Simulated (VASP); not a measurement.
# Er5C (P-62m) in VASP: relaxation of cell and atoms with PBE

Aim: the relaxation of cell and atoms of Er5C with PBE.

Program: VASP 6.6.1. These are calculated values, not measurements. Logs are shortened: lines on timing, memory, paths and dates and some standing lists are left out, and cuts for length are marked.

### 1 The cell of the first run

The structure is hexagonal, space group P-62m (No. 189). The conventional cell has a = 7.488 Å, b = 7.488 Å, c = 3.471 Å, α = 90.00°, β = 90.00°, γ = 120.00°. Er (site symmetry m2m) has 2 C at 2.50 Å and 8 Er at 3.11 to 3.47 Å within 3.5 Å. Within 4.5 Å of Er (site symmetry -6) lie 11 Er at 3.39 to 4.32 Å and 3 C at 4.32 Å. Within 3.3 Å of C (site symmetry -62m) lie 6 Er at 2.50 Å.

The cell was built from a structure type or drawn by symmetry, and may not be a known phase.

### 2 Relaxation of cell and atoms, PBE

Input file INCAR:

```
  PREC = Accurate
  ENCUT = 600
  EDIFF = 1E-7
  ISMEAR = 0
  SIGMA = 0.1
  LREAL = False
  LASPH = True
  NELM = 200
  ALGO = Normal
  ISIF = 3
  LWAVE = False
  LCHARG = False
  GGA = PE
  IBRION = 2
  NSW = 100
  EDIFFG = -0.01
  GGA_COMPAT = False
  NELMIN = 4
  LMAXMIX = 6
```

Input file KPOINTS:

```
Automatic mesh
0
Gamma
  6 6 12
```

Input file POSCAR:

```
Er5C
1.0
    7.4881191567      0.0000000000      0.0000000000
   -3.7440595784      6.4849014163      0.0000000000
    0.0000000000      0.0000000000      3.4710681189
Er C
5 1
Direct
    0.2395687423      0.0000000000      0.5000000000
    0.7604312577      0.7604312577      0.5000000000
    0.0000000000      0.2395687423      0.5000000000
    0.3333333333      0.6666666667      0.0000000000
    0.6666666667      0.3333333333      0.0000000000
    0.0000000000      0.0000000000      0.0000000000
```

Potentials or basis: VASP PAW PBE potentials, release 64 (Er_3, C), 4f in core.

On the command line:

```bash
$ cat potpaw_PBE.64/Er_3/POTCAR potpaw_PBE.64/C/POTCAR > POTCAR
$ mpirun -np 1 vasp_std > vasp.out
```

OUTCAR:

```text
PREC = Accurate
   ENCUT = 600
   EDIFF = 1E-7
   ISMEAR = 0
   LREAL = False
   LASPH = True
   NELM = 200
   ISIF = 3
   GGA = PE
   IBRION = 2
   NSW = 100
   EDIFFG = -0.01
   NELMIN = 4

 ion  position               nearest neighbor table
   1  0.240  0.000  0.500-   6 2.50   6 2.50   2 3.11   3 3.11   4 3.39   4 3.39   5 3.39   5 3.39

   2  0.760  0.760  0.500-   6 2.50   6 2.50   1 3.11   3 3.11   4 3.39   4 3.39   5 3.39   5 3.39

   3  0.000  0.240  0.500-   6 2.50   6 2.50   1 3.11   2 3.11   5 3.39   5 3.39   4 3.39   4 3.39

   4  0.333  0.667  0.000-   1 3.39   1 3.39   3 3.39   3 3.39   2 3.39   2 3.39
   5  0.667  0.333  0.000-   3 3.39   3 3.39   1 3.39   1 3.39   2 3.39   2 3.39
   6  0.000  0.000  0.000-   1 2.50   1 2.50   2 2.50   2 2.50   3 2.50   3 2.50

  LATTYP: Found a hexagonal cell.
 ALAT       =     7.4881191567
 C/A-ratio  =     0.4635433874

  Lattice vectors:

 A1 = (   7.4881191567,   0.0000000000,   0.0000000000)
 A2 = (  -3.7440595784,   6.4849014163,   0.0000000000)
 A3 = (   0.0000000000,   0.0000000000,   3.4710681189)

Analysis of symmetry for initial positions (statically):
=====================================================================
 Subroutine PRICEL returns:
 Original cell was already a primitive cell.

 Routine SETGRP: Setting up the symmetry group for a
 hexagonal supercell.

 Subroutine GETGRP returns: Found 12 space group operations
 (whereof 12 operations were pure point group operations)
 out of a pool of 24 trial point group operations.

The static configuration has the point symmetry D_3h.

Analysis of symmetry for dynamics (positions and initial velocities):
=====================================================================
 Subroutine PRICEL returns:
 Original cell was already a primitive cell.

 Routine SETGRP: Setting up the symmetry group for a
 hexagonal supercell.

 Subroutine GETGRP returns: Found 12 space group operations
 (whereof 12 operations were pure point group operations)
 out of a pool of 24 trial point group operations.

The dynamic configuration has the point symmetry D_3h.

 Subroutine INISYM returns: Found 12 space group operations
 (whereof 12 operations are pure point group operations),
 and found     1 'primitive' translations

----------------------------------------------------------------------------------------

                                     Primitive cell

  volume of cell :     168.5541

  direct lattice vectors                    reciprocal lattice vectors
     7.488119157  0.000000000  0.000000000     0.133544883  0.077102174  0.000000000
    -3.744059578  6.484901416  0.000000000     0.000000000  0.154204349  0.000000000
     0.000000000  0.000000000  3.471068119     0.000000000  0.000000000  0.288095758

  length of vectors
     7.488119157  7.488119157  3.471068119     0.154204349  0.154204349  0.288095758

  position of ions in fractional coordinates (direct lattice)
     0.239568742  0.000000000  0.500000000
     0.760431258  0.760431258  0.500000000
     0.000000000  0.239568742  0.500000000
     0.333333333  0.666666667  0.000000000
     0.666666667  0.333333333  0.000000000
     0.000000000  0.000000000  0.000000000

  ion indices of the primitive-cell ions
   primitive index   ion index
                 1           1
                 2           2
                 3           3
                 4           4
                 5           5
                 6           6

----------------------------------------------------------------------------------------

 KPOINTS: Automatic mesh

Automatic generation of k-mesh.
 Grid dimensions read from file:
 generate k-points for:    6    6   12

 Generating k-lattice:

  Cartesian coordinates                     Fractional coordinates (reciprocal lattice)
     0.022257481  0.012850362  0.000000000     0.166666667  0.000000000  0.000000000
     0.000000000  0.025700725  0.000000000     0.000000000  0.166666667  0.000000000
     0.000000000  0.000000000  0.024007980     0.000000000  0.000000000  0.083333333

  Length of vectors
     0.025700725  0.025700725  0.024007980

  Shift w.r.t. Gamma in fractional coordinates (k-lattice)
     0.000000000  0.000000000  0.000000000

 Subroutine IBZKPT returns following result:
 ===========================================

 Found     49 irreducible k-points:

 Following reciprocal coordinates:
            Coordinates               Weight
  0.000000  0.000000  0.000000      1.000000
  0.166667  0.000000  0.000000      6.000000
  0.333333  0.000000  0.000000      6.000000
  0.500000 -0.000000  0.000000      3.000000
  0.166667  0.166667  0.000000      6.000000
  0.333333  0.166667  0.000000     12.000000
[... 16 lines left out ...]
  0.166667  0.000000  0.250000     12.000000
  0.333333  0.000000  0.250000     12.000000
 [... further k-points ...]
   k-points           NKPTS =     49   k-points in BZ     NKDIM =     49   number of bands    NBANDS=     29
   number of dos      NEDOS =    301   number of ions     NIONS =      6
   total plane-waves  NPLWV = 100800
   dimension x,y,z NGX =    60 NGY =   60 NGZ =   28
   dimension x,y,z NGXF=   120 NGYF=  120 NGZF=   56
   ions per type =               5   1
   NGX,Y,Z   is equivalent  to a cutoff of  13.32, 13.32, 13.41 a.u.
   NGXF,Y,Z  is equivalent  to a cutoff of  26.64, 26.64, 26.82 a.u.
 SYSTEM =  unknown system
   PREC   = accura    normal or accurate (medium, high low for compatibility)
   ISTART =      0    job   : 0-new  1-cont  2-samecut
   ICHARG =      2    charge: 1-file 2-atom 10-const
   ISPIN  =      1    spin polarized calculation?
   LNONCOLLINEAR =      F non collinear calculations
   LSORBIT =      F    spin-orbit coupling
   LASPH  =      T    aspherical Exc in radial PAW
   ENCUT  =  600.0 eV  44.10 Ry    6.64 a.u.  14.96 14.96  6.93*2*pi/ulx,y,z
   NELM   =    200;   NELMIN=  4; NELMDL= -5     # of ELM steps
   EDIFF  = 0.1E-06   stopping-criterion for ELM
   LREAL  =      F    real-space projection
   EDIFFG = -.1E-01   stopping-criterion for IOM
   NSW    =    100    number of steps for IOM
   IBRION =      2    ionic relax: 0-MD 1-quasi-New 2-CG
   NFREE  =      1    steps in history (QN), initial steepest desc. (CG)
   ISIF   =      3    stress and relaxation
   ISYM   =      2    0-nonsym 1-usesym 2-fastsym
   POTIM  = 0.5000    time-step for ionic-motion
   TEBEG  =    0.0;   TEEND  =   0.0 temperature during run
   PSTRESS=    0.0 pullay stress
   NELECT =      49.0000    total number of electrons
   NUPDOWN=      -1.0000    fix difference up-down
   EMIN   =  10.00;   EMAX   =-10.00  energy-range for DOS
   EFERMI =   0.00;   METHOD = LEGACY
   ISMEAR =     0;   SIGMA  =   0.10  broadening in eV -4-tet -1-fermi 0-gaus
   EFERMI_NEDOS =   21; number of points for ismear=-14 and -15
   IALGO  =     38    algorithm
   IMIX   =      4    mixing-type and parameters
     AMIX     =   0.40;   BMIX     =  1.00
     AMIX_MAG =   1.60;   BMIX_MAG =  1.00
  volume/ion in A,a.u.               =      28.09       189.58
  Fermi-wavevector in a.u.,A,eV,Ry     =   1.084494  2.049396 16.002179  1.176127
  Thomas-Fermi vector in A             =   2.220585
   LORBIT       =      0    0 simple, 1 ext, 2 COOP (PROOUT), +10 PAW based schemes
   GGA     = PE    functional components
   LHFCALC =     F    Hartree Fock is set to
   AEXX    =    0.0000 exact exchange contribution
   IVDW    =     0    specifies the selected vdW correction
   LEPSILON=     F    determine dielectric tensor
   LRPA    =     F    only Hartree local field effects (RPA)
 conjugate gradient relaxation of ions
 non-spin polarized calculation
 Gauss-broadening in eV      SIGMA  =   0.10
  energy-cutoff  :      600.00
  volume of cell :      168.55
 maximum number of plane-waves:      5673
 NGX is ok and might be reduce to    60
   NGX = 29   NGY = 29   NGZ = 13

--------------------------------------- Ionic step        1  -------------------------------------------

 number of electron      49.0000003 magnetization

 Free energy of the ion-electron system (eV)
  ---------------------------------------------------
  ext. energy  EPLUGINS =         0.00000000
  ---------------------------------------------------
  free energy    TOTEN  =       -29.37706331 eV

  energy without entropy =      -29.32695043  energy(sigma->0) =      -29.35200687

------------------------ aborting loop because EDIFF is reached ----------------------------------------

  FORCE on cell =-STRESS in cart. coord.  units (eV):
  Direction    XX          YY          ZZ          XY          YZ          ZX
  --------------------------------------------------------------------------------------
  -------------------------------------------------------------------------------------
  Total        0.5144863      0.5144863      0.8865775     -0.0000000     -0.0000000     -0.0000000
  in kB        4.8904085      4.8904085      8.4272921     -0.0000000     -0.0000000     -0.0000000
  external PRESSURE =       6.0693697 kB  Pullay stress =       0.0000000 kB
[... 185 lines left out ...]
  energy  without entropy=      -29.3305786254  energy(sigma->0) =      -29.35588501

--------------------------------------- Ionic step        6  -------------------------------------------

 number of electron      48.9999998 magnetization

 Free energy of the ion-electron system (eV)
  ---------------------------------------------------
  ext. energy  EPLUGINS =         0.00000000
  ---------------------------------------------------
  free energy    TOTEN  =       -29.38126525 eV

  energy without entropy =      -29.33049416  energy(sigma->0) =      -29.35587970

 E-fermi :   2.8023     XC(G=0):  -9.6088

 val. band max:        2.8021344616   @ k =   0.1667   0.1667   0.3333
 cond. band min:       2.8046795549   @ k =   0.3333   0.1667   0.1667
 fundamental gap:      0.0025450932
 Fermi energy:         2.8022736595

 k-point     1 :       0.0000    0.0000    0.0000
  band No.  band energies     occupation
      1     -22.4371      2.00000
      2     -22.4371      2.00000
      3     -22.3130      2.00000
      4     -22.3093      2.00000
      5     -22.3093      2.00000
      6     -22.0282      2.00000
[... 757 lines left out ...]
     28       3.5258      0.00000
     29       3.7425      0.00000

 [... further k-points ...]

------------------------ aborting loop because EDIFF is reached ----------------------------------------

  FORCE on cell =-STRESS in cart. coord.  units (eV):
  Direction    XX          YY          ZZ          XY          YZ          ZX
  --------------------------------------------------------------------------------------
  -------------------------------------------------------------------------------------
  Total        0.0502915      0.0502915     -0.0338925     -0.0000000      0.0000000      0.0000000
  in kB        0.4719858      0.4719858     -0.3180810     -0.0000000      0.0000000      0.0000000
  external PRESSURE =       0.2086302 kB  Pullay stress =       0.0000000 kB
[... 21 lines left out ...]
  FREE ENERGIE OF THE ION-ELECTRON SYSTEM (eV)
  ---------------------------------------------------
  free  energy   TOTEN  =       -29.3812652479 eV

  energy  without entropy=      -29.3304941563  energy(sigma->0) =      -29.35587970

 reached required accuracy - stopping structural energy minimisation
```

It took 11 min on 1 thread of Intel Xeon 6975P-C (Granite Rapids), shared host; peak memory 0.49 GiB.

Results:

```
Free energy                           : -29.3813 eV
Relaxed volume                        : 28.45 Å³/atom
Relaxed cell                          : a = 7.517 Å, b = 7.517 Å, c = 3.489 Å, α = 90.00°, β = 90.00°, γ = 120.00°
Space group after relaxing (to 0.1 Å) : P-62m (No. 189)
Energy gained by relaxing             : 0.7 meV/atom
Ionic steps                           : 6
Pressure after relaxing               : 0.0 GPa
Band gap on the k mesh                : zero (an odd number of electrons rules out a gap without spin polarisation)
```

The path:
| step | energy change (eV) | largest force (eV/Å) | pressure (GPa) | volume (Å³) |
| --- | --- | --- | --- | --- |
| 1 | 0.0000 | 0.0148 | 0.61 | 168.55 |
| 2 | -0.0035 | 0.0540 | -0.19 | 171.16 |
| 3 | -0.0040 | 0.0372 | 0.00 | 170.51 |
| 4 | -0.0041 | 0.0159 | 0.01 | 170.58 |
| 5 | -0.0041 | 0.0011 | 0.01 | 170.63 |
| 6 | -0.0042 | 0.0018 | 0.02 | 170.72 |

Final structure:
```xyz
6
Lattice="7.5167 0.0000 0.0000 -3.7583 6.5096 0.0000 0.0000 0.0000 3.4889" Properties=species:S:1:pos:R:3 pbc="T T T"
Er    1.7975    0.0000    1.7445
Er    2.8596    4.9529    1.7445
Er   -0.8988    1.5567    1.7445
Er    0.0000    4.3398    3.4889
Er    3.7583    2.1699    0.0000
C     7.5167    0.0000    3.4889
```

Caveat: spin-orbit coupling is left out, which moves the levels of the heavy elements; the 4f electrons are frozen in the core, so they carry no moment and show no levels. Spin polarisation is off, so any magnetic state and its effect on volume and gap are missing.
